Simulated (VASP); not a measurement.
## Cu3Ni2: single point with PBE

The system is Cu3Ni2.

```xyz
5
Lattice="1.2735 0.7353 10.3984 -1.2735 0.7353 10.3984 0.0000 -1.4706 10.3984" Properties=species:S:1:pos:R:3 pbc="T T T"
Cu    0.0000    0.0000    3.1195
Cu    0.0000    0.0000   28.0758
Cu    0.0000    0.0000   15.5977
Ni    0.0000    0.0000   21.8367
Ni    0.0000    0.0000    9.3586
```

```yaml
Program: VASP 6.6.1
Task: single point
Functional: PBE
Potentials_or_basis: VASP PAW PBE potentials, release 64 (Cu, Ni)
Cutoff: 520 eV
k_mesh: 6 × 6 × 6
Occupations: gaussian, width 0.1 eV
Spin: collinear spin, ferromagnetic start
Starting_moments: "[0.0, 0.0, 0.0, 2.0, 2.0] μB"
Dipole_correction: no
Further_INCAR_settings: ALGO = Normal; EDIFF = 1e-07; NBANDS = 38
```

```json
{
  "Pressure": "-2.8 GPa",
  "Largest force": "0.268 eV/Å",
  "Net moment": "0.65 μB per cell",
  "Site moments": "Cu -0.02; Ni +0.37 μB",
  "Valence electrons inside the program's atomic spheres": "Cu 10.01; Ni 9.21"
}
```

Forces in eV/Å, atoms in the order of the input:
```
Cu   0.000  0.000 -0.268
Cu   0.000  0.000  0.268
Cu   0.000  0.000  0.000
Ni   0.000  0.000 -0.266
Ni   0.000  0.000  0.266
```

Stress tensor (GPa, compression positive):
```
-2.91  0.00  0.00
 0.00 -2.91  0.00
 0.00  0.00 -2.66
```

Levels at points of the mesh, in eV from the Fermi level:
Spin up:
```
           k point  band 24  band 25  band 26  band 27  band 28  band 29  band 30  band 31  band 32  band 33
(0.00, 0.00, 0.00)    -1.61    -1.53    -1.53    -0.81    -0.81    -0.44    -0.44     6.35     6.98    15.60
(0.50, 0.00, 0.00)    -0.51    -0.20    -0.15     1.05     1.24     2.04     2.17     4.35     6.19     6.55
(0.50, 0.50, 0.00)    -0.20    -0.15     0.34     0.37     1.54     1.89     2.21     4.43     5.35     7.81
(0.50, 0.50, 0.50)    -1.57    -1.57    -0.82    -0.82    -0.56    -0.44    -0.44     4.49    10.73    10.86
```
Spin down:
```tsv
k point	band 24	band 25	band 26	band 27	band 28	band 29	band 30	band 31
(0.00, 0.00, 0.00)	-1.31	-1.17	-1.17	-0.46	-0.46	-0.03	-0.03	6.34
(0.50, 0.00, 0.00)	-0.14	0.26	0.33	1.03	1.32	2.16	2.19	4.40
(0.50, 0.50, 0.00)	0.26	0.31	0.33	0.46	1.59	2.01	2.22	4.43
(0.50, 0.50, 0.50)	-1.18	-1.18	-0.59	-0.46	-0.46	-0.02	-0.02	4.56
```

Wall time 28 min on 1 thread of AMD EPYC 9R45 96-Core Processor (Zen 5), on a shared host, peak memory 1.3 GiB.

Caveat: the k points lie up to 0.48 Å⁻¹ apart.
